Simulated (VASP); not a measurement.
# Mg (Fm-3m) in VASP: a series of runs

The runs below take Mg through single point, relaxation of cell and atoms, with PBE.

All numbers are computed with VASP 6.6.1; they aren't measurements. Logs are shortened: lines on timing, memory, paths and dates and some standing lists are left out, and cuts for length are marked.

## (1) The cell of the first run

It takes space group Fm-3m (No. 225, cubic). The conventional cell has a = 6.965 Å, b = 6.965 Å, c = 6.965 Å, α = 90.00°, β = 90.00°, γ = 90.00°. Mg (site symmetry -43m) has 10 Mg at 3.02 to 3.48 Å within 4.0 Å. Mg (site symmetry m-3m) has 8 Mg at 3.02 Å within 4.0 Å.

The cell was built from a structure type or drawn by symmetry, and may not be a known phase.

## (2) Single point, PBE

File INCAR:

```
SYSTEM = Mg
ALGO = Normal
EDIFF = 1E-6
ENCUT = 600
GGA = PE
GGA_COMPAT = .False.
ISIF = 2
ISMEAR = 0
LASPH = .True.
LCHARG = .False.
LREAL = .False.
LWAVE = .False.
NBANDS = 10
NELM = 120
PREC = Accurate
SIGMA = 0.1
```

File KPOINTS:

```
k-points
0
Gamma
  12 12 12
  0 0 0
```

File POSCAR:

```
Mg
1.0
    0.0000000000      3.4826038871      3.4826038871
    3.4826038871      0.0000000000      3.4826038871
    3.4826038871      3.4826038871      0.0000000000
Mg
3
Direct
    0.2500000000      0.2500000000      0.2500000000
    0.7500000000      0.7500000000      0.7500000000
    0.5000000000      0.5000000000      0.5000000000
```

Potentials or basis: VASP PAW PBE potentials, release 64 (Mg).

Command:

```bash
cat potpaw_PBE.64/Mg/POTCAR > POTCAR
mpirun -np 1 vasp_std > vasp.out
```

OUTCAR:

```text
SYSTEM = Mg
   EDIFF = 1E-6
   ENCUT = 600
   GGA = PE
   ISIF = 2
   ISMEAR = 0
   LASPH = .True.
   LREAL = .False.
   NELM = 120
   PREC = Accurate

 ion  position               nearest neighbor table
   1  0.250  0.250  0.250-   3 3.02   3 3.02   3 3.02   3 3.02   2 3.48   2 3.48   2 3.48   2 3.48
                             2 3.48   2 3.48
   2  0.750  0.750  0.750-   3 3.02   3 3.02   3 3.02   3 3.02   1 3.48   1 3.48   1 3.48   1 3.48
                             1 3.48   1 3.48
   3  0.500  0.500  0.500-   1 3.02   1 3.02   1 3.02   1 3.02   2 3.02   2 3.02   2 3.02   2 3.02

  LATTYP: Found a face centered cubic cell.
 ALAT       =     6.9652077742

  Lattice vectors:

 A1 = (   0.0000000000,   3.4826038871,   3.4826038871)
 A2 = (   3.4826038871,   0.0000000000,   3.4826038871)
 A3 = (   3.4826038871,   3.4826038871,   0.0000000000)

Analysis of symmetry for initial positions (statically):
=====================================================================
 Subroutine PRICEL returns:
 Original cell was already a primitive cell.

 Routine SETGRP: Setting up the symmetry group for a
 face centered cubic supercell.

 Subroutine GETGRP returns: Found 48 space group operations
 (whereof 48 operations were pure point group operations)
 out of a pool of 48 trial point group operations.

The static configuration has the point symmetry O_h .

Analysis of symmetry for dynamics (positions and initial velocities):
=====================================================================
 Subroutine PRICEL returns:
 Original cell was already a primitive cell.

 Routine SETGRP: Setting up the symmetry group for a
 face centered cubic supercell.

 Subroutine GETGRP returns: Found 48 space group operations
 (whereof 48 operations were pure point group operations)
 out of a pool of 48 trial point group operations.

The dynamic configuration has the point symmetry O_h .

 Subroutine INISYM returns: Found 48 space group operations
 (whereof 48 operations are pure point group operations),
 and found     1 'primitive' translations

----------------------------------------------------------------------------------------

                                     Primitive cell

  volume of cell :      84.4777

  direct lattice vectors                    reciprocal lattice vectors
     0.000000000  3.482603887  3.482603887    -0.143570735  0.143570735  0.143570735
     3.482603887  0.000000000  3.482603887     0.143570735 -0.143570735  0.143570735
     3.482603887  3.482603887  0.000000000     0.143570735  0.143570735 -0.143570735

  length of vectors
     4.925145650  4.925145650  4.925145650     0.248671808  0.248671808  0.248671808
[... 94 lines left out ...]
   NELECT =       6.0000    total number of electrons
   NUPDOWN=      -1.0000    fix difference up-down
   EMIN   =  10.00;   EMAX   =-10.00  energy-range for DOS
   EFERMI =   0.00;   METHOD = LEGACY
   ISMEAR =     0;   SIGMA  =   0.10  broadening in eV -4-tet -1-fermi 0-gaus
   EFERMI_NEDOS =   21; number of points for ismear=-14 and -15
   IALGO  =     38    algorithm
   IMIX   =      4    mixing-type and parameters
     AMIX     =   0.40;   BMIX     =  1.00
     AMIX_MAG =   1.60;   BMIX_MAG =  1.00
  volume/ion in A,a.u.               =      28.16       190.03
  Fermi-wavevector in a.u.,A,eV,Ry     =   0.677971  1.281180  6.253847  0.459645
  Thomas-Fermi vector in A             =   1.755737
   LORBIT       =      0    0 simple, 1 ext, 2 COOP (PROOUT), +10 PAW based schemes
   GGA     = PE    functional components
   LHFCALC =     F    Hartree Fock is set to
   AEXX    =    0.0000 exact exchange contribution
   IVDW    =     0    specifies the selected vdW correction
   LEPSILON=     F    determine dielectric tensor
   LRPA    =     F    only Hartree local field effects (RPA)
 non-spin polarized calculation
 Gauss-broadening in eV      SIGMA  =   0.10
  energy-cutoff  :      600.00
  volume of cell :       84.48
 maximum number of plane-waves:      2840
   NGX = 19   NGY = 19   NGZ = 19

 number of electron       6.0000000 magnetization

 Free energy of the ion-electron system (eV)
  ---------------------------------------------------
  ext. energy  EPLUGINS =         0.00000000
  ---------------------------------------------------
  free energy    TOTEN  =        -3.64074323 eV

  energy without entropy =       -3.63059004  energy(sigma->0) =       -3.63566663

 E-fermi :   1.4223     XC(G=0):  -7.7727

 val. band max:        1.4218453901   @ k =   0.3333   0.3333   0.0000
 cond. band min:       1.4382252402   @ k =   0.5000   0.1667   0.0833
 fundamental gap:      0.0163798501
 Fermi energy:         1.4222622732

 k-point     1 :       0.0000    0.0000    0.0000
  band No.  band energies     occupation
      1      -4.6068      2.00000
      2       3.6565      0.00000
      3       3.6565      0.00000
      4       3.6565      0.00000
      5       4.0009      0.00000
      6       4.0009      0.00000
      7       4.0009      0.00000
      8       5.4585      0.00000
      9       6.8325      0.00000
     10       6.8835      0.00000
[... 287 lines left out ...]
 k-point    24 :      -0.4167    0.1667    0.0000
  band No.  band energies     occupation
      1      -2.5185      2.00000
      2      -1.6615      2.00000
      3       1.0500      2.00000
      4       2.1983      0.00000
      5       3.2557      0.00000
      6       4.7637      0.00000
      7       5.4339      0.00000
      8       7.1264      0.00000
      9       7.7175      0.00000
     10       7.7719      0.00000

 [... further k-points ...]

------------------------ aborting loop because EDIFF is reached ----------------------------------------

  FORCE on cell =-STRESS in cart. coord.  units (eV):
  Direction    XX          YY          ZZ          XY          YZ          ZX
  --------------------------------------------------------------------------------------
  -------------------------------------------------------------------------------------
  Total       -0.0334146     -0.0334146     -0.0334146     -0.0000000     -0.0000000      0.0000000
  in kB       -0.6337306     -0.6337306     -0.6337306     -0.0000000     -0.0000000      0.0000000
  external PRESSURE =      -0.6337306 kB  Pullay stress =       0.0000000 kB

 VOLUME and BASIS-vectors are now :
 -----------------------------------------------------------------------------
  energy-cutoff  :      600.00
  volume of cell :       84.48
      direct lattice vectors                 reciprocal lattice vectors
     0.000000000  3.482603887  3.482603887    -0.143570735  0.143570735  0.143570735
     3.482603887  0.000000000  3.482603887     0.143570735 -0.143570735  0.143570735
     3.482603887  3.482603887  0.000000000     0.143570735  0.143570735 -0.143570735

 POSITION                                       TOTAL-FORCE (eV/Angst)
 -----------------------------------------------------------------------------------
      1.74130      1.74130      1.74130         0.000000      0.000000      0.000000
      5.22391      5.22391      5.22391        -0.000000     -0.000000     -0.000000
      3.48260      3.48260      3.48260        -0.000000     -0.000000     -0.000000
 -----------------------------------------------------------------------------------
    total drift:                                0.000000     -0.000000     -0.000000

  FREE ENERGIE OF THE ION-ELECTRON SYSTEM (eV)
  ---------------------------------------------------
  free  energy   TOTEN  =        -3.6407432301 eV

  energy  without entropy=       -3.6305900380  energy(sigma->0) =       -3.63566663
```

OSZICAR:

```text
N       E                     dE             d eps       ncg     rms          rms(c)
DAV:   1     0.270909926010E+01    0.27091E+01   -0.19342E+03  1440   0.463E+02
DAV:   2    -0.350237036757E+01   -0.62115E+01   -0.60622E+01  1782   0.448E+01
DAV:   3    -0.365037913168E+01   -0.14801E+00   -0.14697E+00  1984   0.555E+00
DAV:   4    -0.365108804479E+01   -0.70891E-03   -0.70882E-03  1758   0.392E-01
DAV:   5    -0.365109418881E+01   -0.61440E-05   -0.61440E-05  1742   0.389E-02    0.102E+00
DAV:   6    -0.364609708130E+01    0.49971E-02   -0.53280E-03  1646   0.346E-01    0.652E-01
DAV:   7    -0.364076649811E+01    0.53306E-02   -0.16015E-02  1620   0.599E-01    0.425E-02
DAV:   8    -0.364074077634E+01    0.25722E-04   -0.55504E-04  1660   0.107E-01    0.110E-02
DAV:   9    -0.364074246861E+01   -0.16923E-05   -0.49684E-06  1892   0.121E-02    0.440E-03
DAV:  10    -0.364074323010E+01   -0.76148E-06   -0.75674E-07  1094   0.363E-03
   1 F= -.36407432E+01 E0= -.36356666E+01  d E =-.101532E-01
```

Wall time 72 s (1 thread of Intel Xeon 8259CL, shared host); peak memory 0.27 GiB.

What came out:

| Property | Result |
| --- | --- |
| Free energy | -3.6407 eV |
| Pressure | -0.1 GPa |
| Band gap on the k mesh | zero (bands 3 and 4 overlap by 3.52 eV) |

Levels at points of the mesh, in eV from the Fermi level:
```tsv
k point	band 1	band 2	band 3	band 4	band 5	band 6
(0.00, 0.00, 0.00)	-6.03	2.23	2.23	2.23	2.58	2.58
(0.50, 0.00, 0.00)	-4.09	-3.37	1.32	1.32	2.39	2.39
(0.50, 0.50, 0.00)	-3.15	-2.98	-0.31	-0.31	-0.03	1.40
```

## (3) Relaxation of cell and atoms, PBE

This run uses another cell than the first one, of 27.88 Å³/atom.

File INCAR:

```
ALGO     = Normal         # electronic algorithm
EDIFF    = 1E-7           # SCF threshold, eV
EDIFFG   = -0.01          # ionic threshold
ENCUT    = 600            # plane-wave cutoff, eV
GGA      = PE             # functional
GGA_COMPAT= False        
IBRION   = 2              # ionic algorithm
ISIF     = 3              # what is computed and relaxed
ISMEAR   = 0              # smearing method
LASPH    = True           # aspherical terms in the spheres
LCHARG   = False          # write CHGCAR
LREAL    = False          # projectors in reciprocal space
LWAVE    = False          # write WAVECAR
NELM     = 120            # most SCF steps
NELMIN   = 4            
NSW      = 100            # ionic steps
PREC     = Accurate       # precision mode
SIGMA    = 0.1            # smearing width, eV
```

File KPOINTS:

```
k-points
0
Gamma
  12 12 12
```

File POSCAR:

```
Mg
1.0
    0.0000000000      3.4709226690      3.4709226690
    3.4709226690      0.0000000000      3.4709226690
    3.4709226690      3.4709226690      0.0000000000
Mg
3
Direct
    0.2500000000      0.2500000000      0.2500000000
    0.7500000000      0.7500000000      0.7500000000
    0.5000000000      0.5000000000      0.5000000000
```

Potentials or basis: VASP PAW PBE potentials, release 64 (Mg).

Command:

```bash
cat potpaw_PBE.64/Mg/POTCAR > POTCAR
mpirun -np 1 vasp_std > vasp.out
```

Wall time 1.8 min (1 thread of Intel Xeon 8259CL, shared host); peak memory 0.28 GiB.

Results (log left out):

* Free energy: -3.6408 eV
* Relaxed volume: 28.10 Å³/atom
* Relaxed cell: a = 4.922 Å, b = 4.922 Å, c = 4.922 Å, α = 60.00°, β = 60.00°, γ = 60.00°
* Space group after relaxing (to 0.1 Å): Fm-3m (No. 225)
* Energy gained by relaxing: 0.1 meV/atom
* Ionic steps: 3
* Pressure after relaxing: 0.0 GPa
* Band gap on the k mesh: zero (bands 3 and 4 overlap by 3.53 eV)

Step by step:
```
step  energy change (eV)  largest force (eV/Å)  pressure (GPa)  volume (Å³)
   1              0.0000                0.0000            0.19        83.63
   2             -0.0003                0.0000            0.07        84.03
   3             -0.0004                0.0000           -0.01        84.29
```

Final structure:
```xyz
3
Lattice="0.0000 3.4801 3.4801 3.4801 0.0000 3.4801 3.4801 3.4801 0.0000" Properties=species:S:1:pos:R:3 pbc="T T T"
Mg    1.7400    1.7400    1.7400
Mg    5.2201    5.2201    5.2201
Mg    3.4801    3.4801    3.4801
```

Levels at points of the mesh, in eV from the Fermi level:
```
           k point  band 1  band 2  band 3  band 4  band 5  band 6  band 7
(0.00, 0.00, 0.00)   -6.04    2.24    2.24    2.24    2.58    2.58    2.58
(0.50, 0.00, 0.00)   -4.10   -3.37    1.33    1.33    2.39    2.39    2.49
(0.50, 0.50, 0.00)   -3.15   -2.98   -0.31   -0.31   -0.03    1.40    7.59
```
